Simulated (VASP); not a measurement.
# V (Im-3m) in VASP: further runs

The runs below take V through single point, relaxation of cell and atoms, with LDA.

Program: VASP 6.6.1. These are calculated values, not measurements. Logs are shortened: lines on timing, memory, paths and dates and some standing lists are left out, and cuts for length are marked.

## (1) The cell of the first run

The structure is cubic, space group Im-3m (No. 229). The conventional cell has a = 2.927 Å, b = 2.927 Å, c = 2.927 Å, α = 90.00°, β = 90.00°, γ = 90.00°. V (site symmetry m-3m) has 14 V at 2.53 to 2.93 Å within 3.3 Å.

## (2) Single point, LDA, collinear spin, ferromagnetic start

The input, INCAR:

```
PREC = Accurate
ENCUT = 520
EDIFF = 1E-7
ISMEAR = 0
SIGMA = 0.1
LREAL = False
LASPH = True
NELM = 150
ALGO = Normal
ISIF = 2
LWAVE = False
LCHARG = False
ISPIN = 2
MAGMOM = 1.5 1.5
LORBIT = 11
LMAXMIX = 4
NBANDS = 24
```

The input, KPOINTS:

```
Automatic mesh
0
Gamma
  8 8 8
```

The input, POSCAR:

```
V
1.0
    2.9270659601      0.0000000000      0.0000000000
    0.0000000000      2.9270659601      0.0000000000
    0.0000000000      0.0000000000      2.9270659601
V
2
Direct
    0.0000000000      0.0000000000      0.0000000000
    0.5000000000      0.5000000000      0.5000000000
```

Potentials or basis: VASP PAW LDA potentials, release 64 (V_sv).

The run is started by

```console
cat potpaw_LDA.64/V_sv/POTCAR > POTCAR
mpirun -np 1 vasp_std > vasp.out
```

OUTCAR:

```text
PREC = Accurate
   ENCUT = 520
   EDIFF = 1E-7
   ISMEAR = 0
   LREAL = False
   LASPH = True
   NELM = 150
   ISIF = 2
   ISPIN = 2
   LORBIT = 11

 ion  position               nearest neighbor table
   1  0.000  0.000  0.000-   2 2.53   2 2.53   2 2.53   2 2.53   2 2.53   2 2.53   2 2.53   2 2.53

   2  0.500  0.500  0.500-   1 2.53   1 2.53   1 2.53   1 2.53   1 2.53   1 2.53   1 2.53   1 2.53

  LATTYP: Found a simple cubic cell.
 ALAT       =     2.9270659601

  Lattice vectors:

 A1 = (   2.9270659601,   0.0000000000,   0.0000000000)
 A2 = (   0.0000000000,   2.9270659601,   0.0000000000)
 A3 = (   0.0000000000,   0.0000000000,   2.9270659601)

Analysis of symmetry for initial positions (statically):
=====================================================================
 Subroutine PRICEL returns following result:

  LATTYP: Found a body centered cubic cell.
 ALAT       =     2.9270659601

  Lattice vectors:

 A1 = (   1.4635329801,   1.4635329801,  -1.4635329801)
 A2 = (  -1.4635329801,   1.4635329801,   1.4635329801)
 A3 = (   1.4635329801,  -1.4635329801,   1.4635329801)

   2 primitive cells build up your supercell.

 Routine SETGRP: Setting up the symmetry group for a
 simple cubic supercell.

 Subroutine GETGRP returns: Found 48 space group operations
 (whereof 48 operations were pure point group operations)
 out of a pool of 48 trial point group operations.

The static configuration has the point symmetry O_h .

Analysis of symmetry for dynamics (positions and initial velocities):
=====================================================================
 Subroutine PRICEL returns following result:

  LATTYP: Found a body centered cubic cell.
 ALAT       =     2.9270659601

  Lattice vectors:

 A1 = (   1.4635329801,   1.4635329801,  -1.4635329801)
 A2 = (  -1.4635329801,   1.4635329801,   1.4635329801)
 A3 = (   1.4635329801,  -1.4635329801,   1.4635329801)

   2 primitive cells build up your supercell.

 Routine SETGRP: Setting up the symmetry group for a
 simple cubic supercell.

 Subroutine GETGRP returns: Found 48 space group operations
 (whereof 48 operations were pure point group operations)
 out of a pool of 48 trial point group operations.

The dynamic configuration has the point symmetry O_h .

Analysis of structural, dynamic, and magnetic symmetry:
=====================================================================
 Subroutine PRICEL returns following result:

  LATTYP: Found a body centered cubic cell.
 ALAT       =     2.9270659601

  Lattice vectors:

 A1 = (   1.4635329801,   1.4635329801,  -1.4635329801)
 A2 = (  -1.4635329801,   1.4635329801,   1.4635329801)
 A3 = (   1.4635329801,  -1.4635329801,   1.4635329801)

   2 primitive cells build up your supercell.

 Routine SETGRP: Setting up the symmetry group for a
 simple cubic supercell.

 Subroutine GETGRP returns: Found 48 space group operations
 (whereof 48 operations were pure point group operations)
 out of a pool of 48 trial point group operations.

The overall configuration has the point symmetry O_h .

 Subroutine INISYM returns: Found 48 space group operations
 (whereof 48 operations are pure point group operations),
 and found     2 'primitive' translations

----------------------------------------------------------------------------------------

                                     Primitive cell

  volume of cell :      12.5391

  direct lattice vectors                    reciprocal lattice vectors
     1.463532980  1.463532980 -1.463532980     0.341639038  0.341639038  0.000000000
    -1.463532980  1.463532980  1.463532980     0.000000000  0.341639038  0.341639038
     1.463532980 -1.463532980  1.463532980     0.341639038  0.000000000  0.341639038

  length of vectors
     2.534913480  2.534913480  2.534913480     0.483150562  0.483150562  0.483150562

  position of ions in fractional coordinates (direct lattice)
     0.000000000  0.000000000  0.000000000

  ion indices of the primitive-cell ions
   primitive index   ion index
                 1           1

----------------------------------------------------------------------------------------

 KPOINTS: Automatic mesh

Automatic generation of k-mesh.
 Grid dimensions read from file:
 generate k-points for:    8    8    8

 Generating k-lattice:

  Cartesian coordinates                     Fractional coordinates (reciprocal lattice)
     0.042704880  0.000000000  0.000000000     0.125000000  0.000000000  0.000000000
     0.000000000  0.042704880  0.000000000     0.000000000  0.125000000  0.000000000
     0.000000000  0.000000000  0.042704880     0.000000000  0.000000000  0.125000000

  Length of vectors
     0.042704880  0.042704880  0.042704880

  Shift w.r.t. Gamma in fractional coordinates (k-lattice)
     0.000000000  0.000000000  0.000000000

 Subroutine IBZKPT returns following result:
 ===========================================

 Found     35 irreducible k-points:

 Following reciprocal coordinates:
            Coordinates               Weight
  0.000000  0.000000  0.000000      1.000000
  0.125000  0.000000  0.000000      6.000000
  0.250000  0.000000  0.000000      6.000000
  0.375000  0.000000  0.000000      6.000000
  0.500000  0.000000  0.000000      3.000000
  0.125000  0.125000  0.000000     12.000000
[... 16 lines left out ...]
  0.375000  0.375000  0.125000     24.000000
  0.500000  0.375000  0.125000     24.000000
 [... further k-points ...]
   k-points           NKPTS =     35   k-points in BZ     NKDIM =     35   number of bands    NBANDS=     24
   number of dos      NEDOS =    301   number of ions     NIONS =      2
   total plane-waves  NPLWV =  13824
   dimension x,y,z NGX =    24 NGY =   24 NGZ =   24
   dimension x,y,z NGXF=    48 NGYF=   48 NGZF=   48
   ions per type =               2
   NGX,Y,Z   is equivalent  to a cutoff of  13.63, 13.63, 13.63 a.u.
   NGXF,Y,Z  is equivalent  to a cutoff of  27.26, 27.26, 27.26 a.u.
 SYSTEM =  unknown system
   PREC   = accura    normal or accurate (medium, high low for compatibility)
   ISTART =      0    job   : 0-new  1-cont  2-samecut
   ICHARG =      2    charge: 1-file 2-atom 10-const
   ISPIN  =      2    spin polarized calculation?
   LNONCOLLINEAR =      F non collinear calculations
   LSORBIT =      F    spin-orbit coupling
   LASPH  =      T    aspherical Exc in radial PAW
   ENCUT  =  520.0 eV  38.22 Ry    6.18 a.u.   5.44  5.44  5.44*2*pi/ulx,y,z
   NELM   =    150;   NELMIN=  2; NELMDL= -5     # of ELM steps
   EDIFF  = 0.1E-06   stopping-criterion for ELM
   LREAL  =      F    real-space projection
   EDIFFG = 0.1E-05   stopping-criterion for IOM
   NSW    =      0    number of steps for IOM
   IBRION =     -1    ionic relax: 0-MD 1-quasi-New 2-CG
   NFREE  =      0    steps in history (QN), initial steepest desc. (CG)
   ISIF   =      2    stress and relaxation
   ISYM   =      2    0-nonsym 1-usesym 2-fastsym
   POTIM  = 0.5000    time-step for ionic-motion
   TEBEG  =    0.0;   TEEND  =   0.0 temperature during run
   PSTRESS=    0.0 pullay stress
   NELECT =      26.0000    total number of electrons
   NUPDOWN=      -1.0000    fix difference up-down
   EMIN   =  10.00;   EMAX   =-10.00  energy-range for DOS
   EFERMI =   0.00;   METHOD = LEGACY
   ISMEAR =     0;   SIGMA  =   0.10  broadening in eV -4-tet -1-fermi 0-gaus
   EFERMI_NEDOS =   21; number of points for ismear=-14 and -15
   IALGO  =     38    algorithm
   IMIX   =      4    mixing-type and parameters
     AMIX     =   0.40;   BMIX     =  1.00
     AMIX_MAG =   1.60;   BMIX_MAG =  1.00
  volume/ion in A,a.u.               =      12.54        84.62
  Fermi-wavevector in a.u.,A,eV,Ry     =   1.656915  3.131114 37.352968  2.745366
  Thomas-Fermi vector in A             =   2.744757
   LORBIT       =     11    0 simple, 1 ext, 2 COOP (PROOUT), +10 PAW based schemes
   GGA     = CA    functional components
   LHFCALC =     F    Hartree Fock is set to
   AEXX    =    0.0000 exact exchange contribution
   IVDW    =     0    specifies the selected vdW correction
   LEPSILON=     F    determine dielectric tensor
   LRPA    =     F    only Hartree local field effects (RPA)
 spin polarized calculation
 Gauss-broadening in eV      SIGMA  =   0.10
  energy-cutoff  :      520.00
  volume of cell :       25.08
 maximum number of plane-waves:       691
 NGX is ok and might be reduce to    24
   NGX = 11   NGY = 11   NGZ = 11

 number of electron      26.0000021 magnetization       0.0494417

 number of electron      26.0000021 magnetization      -0.0000639

 Free energy of the ion-electron system (eV)
  ---------------------------------------------------
  ext. energy  EPLUGINS =         0.00000000
  ---------------------------------------------------
  free energy    TOTEN  =       -19.90280969 eV

  energy without entropy =      -19.88236172  energy(sigma->0) =      -19.89258571

 E-fermi :  10.3903     XC(G=0): -13.6253

 val. band max:       10.3720173897   @ k =   0.3750   0.2500   0.0000
 cond. band min:      10.4267213857   @ k =   0.2500   0.2500   0.1250
 fundamental gap:      0.0547039960
 Fermi energy:        10.3902840846

 spin component 1

 k-point     1 :       0.0000    0.0000    0.0000
  band No.  band energies     occupation
      1     -52.4854      1.00000
      2     -52.0231      1.00000
      3     -26.8351      1.00000
      4     -26.8351      1.00000
      5     -26.8351      1.00000
      6     -26.0534      1.00000
[... 637 lines left out ...]
     23      26.4597      0.00000
     24      26.4597      0.00000

 [... further k-points ...]

 spin component 2

 k-point     1 :       0.0000    0.0000    0.0000
  band No.  band energies     occupation
      1     -52.4854      1.00000
      2     -52.0232      1.00000
      3     -26.8351      1.00000
      4     -26.8351      1.00000
      5     -26.8351      1.00000
      6     -26.0534      1.00000
[... 637 lines left out ...]
     23      26.4597      0.00000
     24      26.4597      0.00000

 [... further k-points ...]

------------------------ aborting loop because EDIFF is reached ----------------------------------------

  FORCE on cell =-STRESS in cart. coord.  units (eV):
  Direction    XX          YY          ZZ          XY          YZ          ZX
  --------------------------------------------------------------------------------------
  -------------------------------------------------------------------------------------
  Total        0.0846916      0.0846916      0.0846916      0.0000000      0.0000000     -0.0000000
  in kB        5.4107004      5.4107004      5.4107004      0.0000000      0.0000000     -0.0000000
  external PRESSURE =       5.4107004 kB  Pullay stress =       0.0000000 kB

 VOLUME and BASIS-vectors are now :
 -----------------------------------------------------------------------------
  energy-cutoff  :      520.00
  volume of cell :       25.08
      direct lattice vectors                 reciprocal lattice vectors
     2.927065960  0.000000000  0.000000000     0.341639038  0.000000000  0.000000000
     0.000000000  2.927065960  0.000000000     0.000000000  0.341639038  0.000000000
     0.000000000  0.000000000  2.927065960     0.000000000  0.000000000  0.341639038

 POSITION                                       TOTAL-FORCE (eV/Angst)
 -----------------------------------------------------------------------------------
      0.00000      0.00000      0.00000         0.000000      0.000000     -0.000000
      1.46353      1.46353      1.46353        -0.000000     -0.000000      0.000000
 -----------------------------------------------------------------------------------
    total drift:                                0.000000      0.000000     -0.000000

  FREE ENERGIE OF THE ION-ELECTRON SYSTEM (eV)
  ---------------------------------------------------
  free  energy   TOTEN  =       -19.9028096892 eV

  energy  without entropy=      -19.8823617209  energy(sigma->0) =      -19.89258571

 total charge

# of ion       s       p       d       tot
------------------------------------------
    1        2.366   6.241   3.201  11.808
    2        2.366   6.241   3.201  11.808
--------------------------------------------------
tot          4.732  12.482   6.402  23.615

 magnetization (x)

# of ion       s       p       d       tot
------------------------------------------
    1       -0.000  -0.000  -0.000  -0.000
    2       -0.000  -0.000  -0.000  -0.000
--------------------------------------------------
tot         -0.000  -0.000  -0.000  -0.000
```

It took 22 s on 1 thread of Intel Xeon Platinum 8488C (Sapphire Rapids), shared host; peak memory 0.15 GiB.

What came out:

```
Free energy                                           : -19.9028 eV
Pressure                                              : 0.5 GPa
Band gap on the k mesh                                : zero (filled and empty bands overlap)
Net moment                                            : 0.00 μB per cell
Valence electrons inside the program's atomic spheres : V 11.81
```

Caveat: the moments typed at the start vanished in this run.

## (3) Relaxation of cell and atoms, LDA, collinear spin, ferromagnetic start

This run uses another cell than the first one, of 13.91 Å³/atom.

The input, INCAR:

```
PREC = Accurate
ENCUT = 600
EDIFF = 1E-6
ISMEAR = 0
SIGMA = 0.1
LREAL = F
LASPH = T
NELM = 150
ALGO = Normal
ISIF = 3
LWAVE = F
LCHARG = F
ISPIN = 2
MAGMOM = 1.5 1.5
LORBIT = 11
LMAXMIX = 4
GGA = CA
IBRION = 2
NSW = 80
EDIFFG = -0.01
```

KPOINTS is that of step 2.

The input, POSCAR:

```
V
1.0
    3.0300000000      0.0000000000      0.0000000000
    0.0000000000      3.0300000000      0.0000000000
    0.0000000000      0.0000000000      3.0300000000
V
2
Direct
    0.0000000000      0.0000000000      0.0000000000
    0.5000000000      0.5000000000      0.5000000000
```

Potentials or basis: VASP PAW LDA potentials, release 64 (V_sv).

The run is started by

```console
cat potpaw_LDA.64/V_sv/POTCAR > POTCAR
mpirun -np 1 vasp_std > vasp.out
```

Run time: 43 s. Hardware: 1 thread of Intel Xeon Platinum 8488C (Sapphire Rapids), shared host; peak memory 0.16 GiB.

Results (log left out):

```
Free energy                                           : -19.9054 eV
Relaxed volume                                        : 12.57 Å³/atom
Relaxed cell                                          : a = 2.929 Å, b = 2.929 Å, c = 2.929 Å, α = 90.00°, β = 90.00°, γ = 90.00°
Space group after relaxing (to 0.1 Å)                 : Im-3m (No. 229)
Energy gained by relaxing                             : 80.8 meV/atom
Ionic steps                                           : 4
Pressure after relaxing                               : 0.0 GPa
Band gap on the k mesh                                : zero (filled and empty bands overlap)
Net moment                                            : 0.00 μB per cell
Valence electrons inside the program's atomic spheres : V 11.80
```

The path:
```tsv
step	energy change (eV)	largest force (eV/Å)	pressure (GPa)	volume (Å³)
1	0.0000	0.0000	-17.67	27.82
2	0.1328	0.0000	33.96	22.09
3	-0.1613	0.0000	-0.70	25.21
4	-0.1615	0.0000	-0.01	25.14
```

Final structure:
```
V
1.0
     2.92940    0.00000    0.00000
     0.00000    2.92940    0.00000
     0.00000    0.00000    2.92940
V
2
Cartesian
  2.9294 2.9294 2.9294
  1.4647 1.4647 1.4647
```

Levels at points of the mesh, in eV from the Fermi level:
Spin up:
```
           k point  band 10  band 11  band 12  band 13  band 14  band 15  band 16  band 17
(0.00, 0.00, 0.00)    -3.33    -3.33     0.41     0.41     0.41     2.59     2.59     4.09
(0.50, 0.00, 0.00)    -2.85    -0.71    -0.71     0.91     0.91     0.91     0.91     2.12
(0.50, 0.50, 0.00)    -3.40    -1.28    -1.28     2.03     2.03     2.61     2.61     3.00
(0.50, 0.50, 0.50)    -1.15    -1.15    -1.15    -1.15    -1.15     3.07     3.07     3.07
```
Spin down:
```tsv
k point	band 10	band 11	band 12	band 13	band 14	band 15	band 16	band 17
(0.00, 0.00, 0.00)	-3.33	-3.33	0.41	0.41	0.41	2.59	2.59	4.09
(0.50, 0.00, 0.00)	-2.85	-0.71	-0.71	0.91	0.91	0.91	0.91	2.12
(0.50, 0.50, 0.00)	-3.40	-1.28	-1.28	2.03	2.03	2.61	2.61	3.00
(0.50, 0.50, 0.50)	-1.15	-1.15	-1.15	-1.15	-1.15	3.07	3.07	3.07
```

Caveat: the moments typed at the start vanished in this run.

The gap in the log of VASP goes by the Fermi energy; the results here count the filled bands.